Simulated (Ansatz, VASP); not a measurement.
**One calculation of AlN, two programs**

INCAR

```
SYSTEM = AlN
PREC = Accurate
ENCUT = 520
EDIFF = 1E-6
ISMEAR = 0
SIGMA = 0.05
LREAL = .FALSE.
LASPH = .TRUE.
NELM = 80
ALGO = Normal
ISIF = 2
LWAVE = .FALSE.
LCHARG = .FALSE.
GGA = PE
NBANDS = 16
```

File KPOINTS:

```
regular mesh
0
G
  12 12 6
  0 0 0
```

Contents of POSCAR:

```
AlN
1.0
    3.1110021516      0.0000000000      0.0000000000
   -1.5555010758      2.6942068945      0.0000000000
    0.0000000000      0.0000000000      4.9780000000
Al N
2 2
Direct
    0.3333333333      0.6666666667      0.0000000000
    0.6666666667      0.3333333333      0.5000000000
    0.3050422096      0.6525211048      0.3898802188
    0.6666666667      0.3333333333      0.8850000000
```

Input for Ansatz:

```yaml
crystal:
  lattice:
    - [3.1110021516, 0.0, 0.0]
    - [-1.5555010758, 2.6942068945, 0.0]
    - [0.0, 0.0, 4.978]
  atoms:
    - { symbol: Al, position: [0.3333333333, 0.6666666667, 0.0] }
    - { symbol: Al, position: [0.6666666667, 0.3333333333, 0.5] }
    - { symbol: "N", position: [0.3050422096, 0.6525211048, 0.3898802188] }
    - { symbol: "N", position: [0.6666666667, 0.3333333333, 0.885] }
basis:
  ecutwfc: 420
kpoints:
  mp_grid: { grid: [12, 12, 6] }
hamiltonian:
  xc: pbe
scf:
  occupations: { method: gaussian, width: 0.05 }
output:
  forces: true
  stress: true
  eigenvalues: true
```

Alike in both runs: task single point; functional PBE; k mesh 12 × 12 × 6; occupations gaussian, width 0.05 eV; no spin polarisation.

```csv
,VASP,Ansatz
version,VASP 6.6.1,Ansatz 0.2.0
potentials or method,"VASP PAW PBE potentials, release 64 (Al, N), cutoff 520 eV","scalar-relativistic, plane waves, PAW"
valence electrons in the cell,16,16
```

|  | VASP | Ansatz | Ansatz less VASP |
| --- | --- | --- | --- |
| gap on the k mesh at the Fermi level (eV) | 4.11 | 4.10 | -0.011 |
| least direct gap on the mesh (eV) | 4.11 | 4.10 | -0.011 |
| pressure (GPa) | 4.3 | 4.5 | +0.25 |
| traceless stress, the component that is largest in VASP (GPa) | 3.24 | 3.22 | -0.025 |
| rms of the force components (eV/Å) | 0.630 | 0.627 | -0.0033 |

Atom by atom the forces differ by 0.003 eV/Å (rms over components). With one functional, cell and mesh, what is left measures potentials, basis and numerics.
